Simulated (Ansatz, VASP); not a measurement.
One calculation of Ga3Sb, two programs

INCAR

```
SYSTEM = Ga3Sb
PREC = Accurate ; ENCUT = 520
EDIFF = 1E-7 ; ISMEAR = -1
SIGMA = 0.05 ; LREAL = .FALSE.
LASPH = .TRUE. ; NELM = 100
ALGO = Fast ; ISIF = 2
LWAVE = .FALSE. ; LCHARG = .FALSE.
GGA = PE ; NBANDS = 30
```

File KPOINTS:

```
Automatic mesh
0
G
  9 9 9
  0 0 0
```

Contents of POSCAR:

```
Ga3Sb
1.0
   -2.1587990000      2.1587990000      4.7604840000
    2.1587990000     -2.1587990000      4.7604840000
    2.1587990000      2.1587990000     -4.7604840000
Sb Ga
1 3
Direct
    0.0000000000      0.0000000000      0.0000000000
    0.5000000000      0.5000000000      0.0000000000
    0.2500000000      0.7500000000      0.5000000000
    0.7500000000      0.2500000000      0.5000000000
```

The input input.yaml:

```yaml
crystal:
  lattice:
    - [-2.158799, 2.158799, 4.760484]
    - [2.158799, -2.158799, 4.760484]
    - [2.158799, 2.158799, -4.760484]
  atoms:
    - { symbol: Sb, position: [0.0, 0.0, 0.0] }
    - { symbol: Ga, position: [0.5, 0.5, 0.0] }
    - { symbol: Ga, position: [0.25, 0.75, 0.5] }
    - { symbol: Ga, position: [0.75, 0.25, 0.5] }
hamiltonian:
  xc: pbe
  pseudopotentials: { kind: paw }
kpoints:
  mp_grid: { grid: [9, 9, 9] }
scf:
  occupations: { method: fermi_dirac, width: 0.05 }
output:
  forces: true
  stress: true
  eigenvalues: true
```

Alike in both runs: task single point; functional PBE; k mesh 9 × 9 × 9; occupations fermi-dirac, width 0.05 eV; no spin polarisation.

```csv
,VASP,Ansatz
version,VASP 6.6.1,Ansatz 0.2.0
potentials or method,"VASP PAW PBE potentials, release 64 (Sb, Ga_d)",Ansatz PAW
plane-wave cutoff (eV),520,420
valence electrons in the cell,44,54
```

Ansatz gave:

- gap on the k mesh at the Fermi level (eV): none
- pressure (GPa): -0.6
- traceless stress, the component that is largest in VASP (GPa): 0.51

Which values does VASP return?

gap on the k mesh at the Fermi level (eV): none; pressure (GPa): -0.5; traceless stress, the component that is largest in VASP (GPa): 0.51.

A gap of «none» marks a metal or a gap that the smearing closes. VASP's potentials hold 44 valence electrons a cell and Ansatz's 54, so a difference there can come from the potentials and not from the codes.

Neither program's run includes spin-orbit coupling.
